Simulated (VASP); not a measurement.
# Os (Fm-3m) in VASP: a series of runs

The runs below take Os through electric field gradients, with PBEsol.

Program: VASP 6.6.1. These are calculated values, not measurements. Logs are shortened: lines on timing, memory, paths and dates and some standing lists are left out, and cuts for length are marked.

**1. The cell of the first run**

It takes space group Fm-3m (No. 225, cubic). Conventional cell: a = 3.811 Å, b = 3.811 Å, c = 3.811 Å, α = 90.00°, β = 90.00°, γ = 90.00°. Within 3.6 Å of Os (site symmetry m-3m) lie 12 Os at 2.69 Å.

This isn't the form of Os at room conditions, which is hcp.

**2. Electric field gradients, PBEsol (13.83 Å³/atom)**

Contents of INCAR:

```
PREC = Accurate
ENCUT = 520
EDIFF = 1E-8
ISMEAR = -1
SIGMA = 0.03
LREAL = F
LASPH = T
NELM = 60
ALGO = Normal
ISIF = 2
LWAVE = F
LCHARG = F
GGA = PS
LEFG = T
NBANDS = 10
```

Contents of KPOINTS:

```
regular mesh
0
Gamma
  14 14 14
```

Contents of POSCAR:

```
Os
1.0
    0.0000000000      1.9052949814      1.9052949814
    1.9052949814      0.0000000000      1.9052949814
    1.9052949814      1.9052949814      0.0000000000
Os
1
Direct
    0.0000000000      0.0000000000      0.0000000000
```

Potentials or basis: VASP PAW PBE potentials, release 64 (Os).

The run is started by

```bash
$ cat potpaw_PBE.64/Os/POTCAR > POTCAR
$ mpirun -np 1 vasp_std > vasp.out
```

OUTCAR:

```text
PREC = Accurate
   ENCUT = 520
   EDIFF = 1E-8
   ISMEAR = -1
   LREAL = F
   LASPH = T
   NELM = 60
   ISIF = 2
   GGA = PS

 ion  position               nearest neighbor table
   1  0.000  0.000  0.000-

  LATTYP: Found a face centered cubic cell.
 ALAT       =     3.8105899628

  Lattice vectors:

 A1 = (   0.0000000000,   1.9052949814,   1.9052949814)
 A2 = (   1.9052949814,   0.0000000000,   1.9052949814)
 A3 = (   1.9052949814,   1.9052949814,   0.0000000000)

Analysis of symmetry for initial positions (statically):
=====================================================================
 Subroutine PRICEL returns:
 Original cell was already a primitive cell.

 Routine SETGRP: Setting up the symmetry group for a
 face centered cubic supercell.

 Subroutine GETGRP returns: Found 48 space group operations
 (whereof 48 operations were pure point group operations)
 out of a pool of 48 trial point group operations.

The static configuration has the point symmetry O_h .

Analysis of symmetry for dynamics (positions and initial velocities):
=====================================================================
 Subroutine PRICEL returns:
 Original cell was already a primitive cell.

 Routine SETGRP: Setting up the symmetry group for a
 face centered cubic supercell.

 Subroutine GETGRP returns: Found 48 space group operations
 (whereof 48 operations were pure point group operations)
 out of a pool of 48 trial point group operations.

The dynamic configuration has the point symmetry O_h .

 Subroutine INISYM returns: Found 48 space group operations
 (whereof 48 operations are pure point group operations),
 and found     1 'primitive' translations

----------------------------------------------------------------------------------------

                                     Primitive cell

  volume of cell :      13.8330

  direct lattice vectors                    reciprocal lattice vectors
     0.000000000  1.905294981  1.905294981    -0.262426556  0.262426556  0.262426556
     1.905294981  0.000000000  1.905294981     0.262426556 -0.262426556  0.262426556
     1.905294981  1.905294981  0.000000000     0.262426556  0.262426556 -0.262426556

  length of vectors
     2.694494003  2.694494003  2.694494003     0.454536128  0.454536128  0.454536128

  position of ions in fractional coordinates (direct lattice)
     0.000000000  0.000000000  0.000000000

  ion indices of the primitive-cell ions
   primitive index   ion index
                 1           1

----------------------------------------------------------------------------------------

 KPOINTS: regular mesh

Automatic generation of k-mesh.
 Grid dimensions read from file:
 generate k-points for:   14   14   14

 Generating k-lattice:

  Cartesian coordinates                     Fractional coordinates (reciprocal lattice)
    -0.018744754  0.018744754  0.018744754     0.071428571  0.000000000  0.000000000
     0.018744754 -0.018744754  0.018744754     0.000000000  0.071428571  0.000000000
     0.018744754  0.018744754 -0.018744754     0.000000000  0.000000000  0.071428571

  Length of vectors
     0.032466866  0.032466866  0.032466866

  Shift w.r.t. Gamma in fractional coordinates (k-lattice)
     0.000000000  0.000000000  0.000000000

 Subroutine IBZKPT returns following result:
 ===========================================

 Found    104 irreducible k-points:

 Following reciprocal coordinates:
            Coordinates               Weight
  0.000000  0.000000  0.000000      1.000000
  0.071429  0.000000  0.000000      8.000000
  0.142857  0.000000  0.000000      8.000000
  0.214286  0.000000  0.000000      8.000000
  0.285714  0.000000  0.000000      8.000000
  0.357143  0.000000  0.000000      8.000000
[... 16 lines left out ...]
  0.214286  0.142857  0.000000     24.000000
  0.285714  0.142857  0.000000     24.000000
 [... further k-points ...]
   k-points           NKPTS =    104   k-points in BZ     NKDIM =    104   number of bands    NBANDS=     10
   number of dos      NEDOS =    301   number of ions     NIONS =      1
   total plane-waves  NPLWV =   8000
   dimension x,y,z NGX =    20 NGY =   20 NGZ =   20
   dimension x,y,z NGXF=    40 NGYF=   40 NGZF=   40
   ions per type =               1
   NGX,Y,Z   is equivalent  to a cutoff of  12.34, 12.34, 12.34 a.u.
   NGXF,Y,Z  is equivalent  to a cutoff of  24.68, 24.68, 24.68 a.u.
 SYSTEM =  unknown system
   PREC   = accura    normal or accurate (medium, high low for compatibility)
   ISTART =      0    job   : 0-new  1-cont  2-samecut
   ICHARG =      2    charge: 1-file 2-atom 10-const
   ISPIN  =      1    spin polarized calculation?
   LNONCOLLINEAR =      F non collinear calculations
   LSORBIT =      F    spin-orbit coupling
   LASPH  =      T    aspherical Exc in radial PAW
   ENCUT  =  520.0 eV  38.22 Ry    6.18 a.u.   5.01  5.01  5.01*2*pi/ulx,y,z
   NELM   =     60;   NELMIN=  2; NELMDL= -5     # of ELM steps
   EDIFF  = 0.1E-07   stopping-criterion for ELM
   LREAL  =      F    real-space projection
   EDIFFG = 0.1E-06   stopping-criterion for IOM
   NSW    =      0    number of steps for IOM
   IBRION =     -1    ionic relax: 0-MD 1-quasi-New 2-CG
   NFREE  =      0    steps in history (QN), initial steepest desc. (CG)
   ISIF   =      2    stress and relaxation
   ISYM   =      2    0-nonsym 1-usesym 2-fastsym
   POTIM  = 0.5000    time-step for ionic-motion
   TEBEG  =    0.0;   TEEND  =   0.0 temperature during run
   PSTRESS=    0.0 pullay stress
   NELECT =       8.0000    total number of electrons
   NUPDOWN=      -1.0000    fix difference up-down
   EMIN   =  10.00;   EMAX   =-10.00  energy-range for DOS
   EFERMI =   0.00;   METHOD = LEGACY
   ISMEAR =    -1;   SIGMA  =   0.03  broadening in eV -4-tet -1-fermi 0-gaus
   EFERMI_NEDOS =   21; number of points for ismear=-14 and -15
   IALGO  =     38    algorithm
   IMIX   =      4    mixing-type and parameters
     AMIX     =   0.40;   BMIX     =  1.00
     AMIX_MAG =   1.60;   BMIX_MAG =  1.00
  volume/ion in A,a.u.               =      13.83        93.35
  Fermi-wavevector in a.u.,A,eV,Ry     =   1.363953  2.577497 25.311825  1.860367
  Thomas-Fermi vector in A             =   2.490311
   LORBIT       =      0    0 simple, 1 ext, 2 COOP (PROOUT), +10 PAW based schemes
   GGA     = PS    functional components
   LHFCALC =     F    Hartree Fock is set to
   AEXX    =    0.0000 exact exchange contribution
   IVDW    =     0    specifies the selected vdW correction
   LEPSILON=     F    determine dielectric tensor
   LRPA    =     F    only Hartree local field effects (RPA)
 non-spin polarized calculation
  energy-cutoff  :      520.00
  volume of cell :       13.83
 maximum number of plane-waves:       388
   NGX =  9   NGY =  9   NGZ =  9

 number of electron       7.9999999 magnetization

 Free energy of the ion-electron system (eV)
  ---------------------------------------------------
  ext. energy  EPLUGINS =         0.00000000
  ---------------------------------------------------
  free energy    TOTEN  =       -12.09071624 eV

  energy without entropy =      -12.08630220  energy(sigma->0) =      -12.08850922

 E-fermi :   9.3048     XC(G=0): -14.2172

 val. band max:        9.2903621147   @ k =  -0.3571   0.3571   0.0000
 cond. band min:       9.3060701335   @ k =  -0.4286   0.3571   0.1429
 fundamental gap:      0.0157080189
 Fermi energy:         9.3047978519

 k-point     1 :       0.0000    0.0000    0.0000
  band No.  band energies     occupation
      1      -1.6212      2.00000
      2       6.2892      2.00000
      3       6.2892      2.00000
      4       6.2892      2.00000
      5       9.4108      0.05669
      6       9.4108      0.05669
      7      23.6241      0.00000
      8      29.4889      0.00000
      9      29.4889      0.00000
     10      29.4889      0.00000

 k-point     2 :       0.0714    0.0000    0.0000
  band No.  band energies     occupation
      1      -1.3793      2.00000
      2       6.1421      2.00000
      3       6.3991      2.00000
      4       6.3991      2.00000
      5       9.3305      0.59562
      6       9.3305      0.59562
      7      24.0763      0.00000
      8      28.3284      0.00000
      9      29.9210      0.00000
     10      29.9210      0.00000
[... 274 lines left out ...]
 k-point    24 :       0.2857    0.1429    0.0000
  band No.  band energies     occupation
      1       1.2782      2.00000
      2       4.6959      2.00000
      3       6.6373      2.00000
      4       7.5442      2.00000
      5       9.0476      1.99962
      6      10.5053      0.00000
      7      24.9990      0.00000
      8      28.1310      0.00000
      9      30.5616      0.00000
     10      31.1934      0.00000

 [... further k-points ...]

------------------------ aborting loop because EDIFF is reached ----------------------------------------

  FORCE on cell =-STRESS in cart. coord.  units (eV):
  Direction    XX          YY          ZZ          XY          YZ          ZX
  --------------------------------------------------------------------------------------
  -------------------------------------------------------------------------------------
  Total        0.3720875      0.3720875      0.3720875     -0.0000000     -0.0000000     -0.0000000
  in kB       43.0962006     43.0962006     43.0962006     -0.0000000     -0.0000000     -0.0000000
  external PRESSURE =      43.0962006 kB  Pullay stress =       0.0000000 kB

 VOLUME and BASIS-vectors are now :
 -----------------------------------------------------------------------------
  energy-cutoff  :      520.00
  volume of cell :       13.83
      direct lattice vectors                 reciprocal lattice vectors
     0.000000000  1.905294981  1.905294981    -0.262426556  0.262426556  0.262426556
     1.905294981  0.000000000  1.905294981     0.262426556 -0.262426556  0.262426556
     1.905294981  1.905294981  0.000000000     0.262426556  0.262426556 -0.262426556

 POSITION                                       TOTAL-FORCE (eV/Angst)
 -----------------------------------------------------------------------------------
      0.00000      0.00000      0.00000        -0.000000      0.000000     -0.000000
 -----------------------------------------------------------------------------------
    total drift:                                0.000000      0.000000      0.000000

  FREE ENERGIE OF THE ION-ELECTRON SYSTEM (eV)
  ---------------------------------------------------
  free  energy   TOTEN  =       -12.0907162407 eV

  energy  without entropy=      -12.0863021999  energy(sigma->0) =      -12.08850922

 Electric field gradients (V/A^2)
---------------------------------------------------------------------
 ion       V_xx      V_yy      V_zz      V_xy      V_xz      V_yz
---------------------------------------------------------------------
   1      -0.000    -0.000     0.000    -0.000    -0.000    -0.000
---------------------------------------------------------------------

 Electric field gradients after diagonalization (V/A^2)
 (convention: |V_zz| > |V_xx| > |V_yy|)
----------------------------------------------------------------------
 ion       V_xx      V_yy      V_zz     asymmetry (V_yy - V_xx)/ V_zz
----------------------------------------------------------------------
   1       0.000     0.000    -0.000       0.000
----------------------------------------------------------------------

           NMR quadrupolar parameters

 Cq : quadrupolar parameter    Cq=e*Q*V_zz/h
 eta: asymmetry parameters     (V_yy - V_xx)/ V_zz
 Q  : nuclear electric quadrupole moment in mb (millibarn)
----------------------------------------------------------------------
 ion       Cq(MHz)       eta       Q (mb)
----------------------------------------------------------------------
   1      -0.000       0.000       1.000
----------------------------------------------------------------------
```

It took 21 s on 1 thread of Intel Xeon 8259CL, shared host; peak memory 0.14 GiB.

Results:

```
Free energy                             : -12.0907 eV
Pressure                                : 4.3 GPa
Band gap on the k mesh                  : zero (bands 4 and 5 overlap by 3.86 eV)
Largest electric field gradient by atom : zero within the noise of the run
```

Levels at points of the mesh, in eV from the Fermi level:
```tsv
k point	band 1	band 2	band 3	band 4	band 5	band 6	band 7	band 8
(0.00, 0.00, 0.00)	-10.93	-3.02	-3.02	-3.02	0.11	0.11	14.32	20.18
(0.50, 0.00, 0.00)	-7.79	-3.18	-3.18	-0.20	2.58	2.58	9.20	13.84
(0.50, 0.50, 0.00)	-7.71	-6.97	2.42	2.54	3.28	3.28	12.39	12.39
```

Caveat: the cell stands under pressure; the PAW data sets were made with another functional, which shifts forces and pressure a little; spin-orbit coupling is left out, which moves the levels of the heavy elements.

(Part 1 of 3 ends here.)
